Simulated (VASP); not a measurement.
Crystal: TeAs2.

```
Te As
1.0
     4.10749    0.00000    0.00000
    -2.05375    3.55719    0.00000
     0.00000    0.00000   13.14903
Te As
2 4
Direct
  0.00000 0.00000 0.00000
  0.00000 0.00000 0.50000
  0.33333 0.66667 0.12680
  0.66667 0.33333 0.87320
  0.33333 0.66667 0.37320
  0.66667 0.33333 0.62680
```

- Program: VASP 6.6.1
- Task: relaxation of cell and atoms
- Functional: PBE
- Dispersion: D3(BJ)
- Potentials or basis: VASP PAW PBE potentials, release 64 (Te, As)
- Cutoff: 600 eV
- k mesh: 6 × 6 × 2
- Occupations: gaussian, width 0.1 eV
- Spin: no spin polarisation

At the start: pressure -5.1 GPa; volume 32.02 Å³/atom.

Task: How do energy, volume and symmetry change on relaxing?

Result: Over 27 steps the energy falls by 257.2 meV/atom and the volume is 27.22 Å³/atom (-15.0 %); space group P6_3/mmc (No. 194, to 0.1 Å) before and after.

The path:
```tsv
step	energy change (eV)	largest force (eV/Å)	pressure (GPa)	volume (Å³)
1	0.0000	0.6983	-5.05	192.12
2	-0.5936	1.4716	0.53	165.39
3	-0.5992	1.5671	1.45	162.70
4	-1.0943	1.4206	2.40	155.70
5	-0.4418	2.8674	12.02	139.45
6	-1.2483	1.1897	3.35	152.08
7	-1.2504	0.3505	6.33	144.72
8	-1.3419	0.6804	4.31	148.80
9	-1.4229	0.2915	-2.41	165.01
10	-1.5048	0.0026	-0.03	157.71
11	-1.5049	0.0079	0.04	157.53
12	-1.5065	0.0146	0.11	157.68
13	-1.5132	0.0399	0.37	158.10
14	-1.5246	0.2044	1.07	158.88
15	-1.5253	0.1611	0.89	158.71
16	-1.5253	0.1733	0.94	158.75
17	-1.5256	0.1761	0.94	158.81
18	-1.5263	0.1844	0.95	158.99
19	-1.5274	0.2005	0.97	159.35
20	-1.5279	0.2307	1.02	160.06
21	-1.5299	0.2197	0.93	160.37
22	-1.5350	0.1879	0.64	161.30
23	-1.5404	0.1256	0.09	163.17
24	-1.5410	0.1004	-0.13	163.95
25	-1.5414	0.0897	-0.12	163.89
26	-1.5423	0.0574	-0.07	163.71
27	-1.5429	0.0086	0.03	163.34
```

Final structure:
```xyz
6
Lattice="4.0155 0.0000 0.0000 -2.0077 3.4775 0.0000 0.0000 0.0000 11.6974" Properties=species:S:1:pos:R:3 pbc="T T T"
Te    0.0000    0.0000    0.0000
Te    0.0000    0.0000    5.8487
As    0.0000    2.3183    1.7156
As    2.0077    1.1592    9.9818
As    0.0000    2.3183    4.1331
As    2.0077    1.1592    7.5643
```
